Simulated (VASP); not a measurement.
Ge2Sb2Te5, 9 atoms in the cell. The structure is trigonal, space group P-3m1 (No. 164). The conventional cell has a = 4.294 Å, b = 4.294 Å, c = 17.101 Å, α = 90.00°, β = 90.00°, γ = 120.00°. Within 3.9 Å of Ge (site symmetry 3m) lie 6 Te at 3.00 to 3.04 Å. Within 4.0 Å of Sb (site symmetry 3m) lie 6 Te at 3.01 to 3.20 Å. Te (site symmetry -3m) has 6 Ge at 3.04 Å within 4.0 Å. Within 3.9 Å of Te (site symmetry 3m) lie 3 Ge at 3.00 Å and 3 Sb at 3.20 Å. Within 4.0 Å of Te (site symmetry 3m) lie 3 Sb at 3.01 Å and 3 Te at 3.70 Å. 

* Program: VASP 6.6.1
* Task: single point
* Functional: LDA
* Potentials or basis: VASP PAW LDA potentials, release 64 (Ge_d, Sb, Te)
* Cutoff: 520 eV
* k mesh: 6 × 6 × 1
* Occupations: gaussian, width 0.1 eV
* Spin: no spin polarisation
* Dipole correction: no
* Further INCAR settings: ALGO = Normal; EDIFF = 1e-07; NBANDS = 44

Potentials or basis: VASP PAW LDA potentials, release 64 (Ge_d, Sb, Te).

Command:

```console
$ cat potpaw_LDA.64/Ge_d/POTCAR potpaw_LDA.64/Sb/POTCAR potpaw_LDA.64/Te/POTCAR > POTCAR
$ mpirun -np 1 vasp_std > vasp.out
```

Hardware: 1 thread of Intel(R) Xeon(R) Platinum 8488C (Sapphire Rapids), on a shared host.

How long does it take, and how much memory?

Run time: 2.1 min on 1 thread of Intel(R) Xeon(R) Platinum 8488C (Sapphire Rapids), on a shared host, peak memory 0.32 GiB. Counts: scf iterations 34, k points 7.
